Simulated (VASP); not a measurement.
Set up this calculation in VASP 6.6.1, as the native input.

* Task: single point
* Functional: PBEsol
* Potentials or basis: VASP PAW PBE potentials, release 64 (F)
* Cutoff: 520 eV
* k mesh: 4 × 4 × 2
* Occupations: gaussian, width 0.05 eV
* Spin: no spin polarisation
* Dipole correction: no
* Further INCAR settings: ALGO = Normal; EDIFF = 1e-06; NBANDS = 22

The structure of F lies in POSCAR:

```
F
1.0
    3.1287997919     -1.6865770708     -0.2413200316
    3.1287997919      1.6865770708     -0.2413200316
   -2.3860374409      0.0000000000      6.7681231831
F
4
Direct
    0.0848459664      0.0848459664      0.0940038325
    0.9151540336      0.9151540336      0.9059961675
    0.5015719855      0.5015719855      0.5937195244
    0.4984280145      0.4984280145      0.4062804756
```

One way to write it, as run:

INCAR

```
  PREC = Accurate
  ENCUT = 520
  EDIFF = 1E-6
  ISMEAR = 0
  SIGMA = 0.05
  LREAL = False
  LASPH = True
  NELM = 80
  ALGO = Normal
  ISIF = 2
  LWAVE = False
  LCHARG = False
  GGA = PS
  NBANDS = 22
```

KPOINTS

```
Automatic mesh
0
Gamma
  4 4 2
```

Potentials or basis: VASP PAW PBE potentials, release 64 (F).

Command:

```console
$ cat potpaw_PBE.64/F/POTCAR > POTCAR
$ mpirun -np 1 vasp_std > vasp.out
```

Results of the run:

* Pressure: 6.8 GPa
* Largest force: 3.427 eV/Å
* Band gap on the k mesh: 3.78 eV, indirect (least direct gap 3.91 eV)

Caveat: the k points lie up to 0.54 Å⁻¹ apart; the PAW data sets were made with another functional, which shifts forces and pressure a little.

It took 23 s on 1 thread of Intel(R) Xeon(R) Platinum 8175M CPU @ 2.50GHz (Skylake/Cascade Lake), with other jobs on the host, peak memory 0.18 GiB.
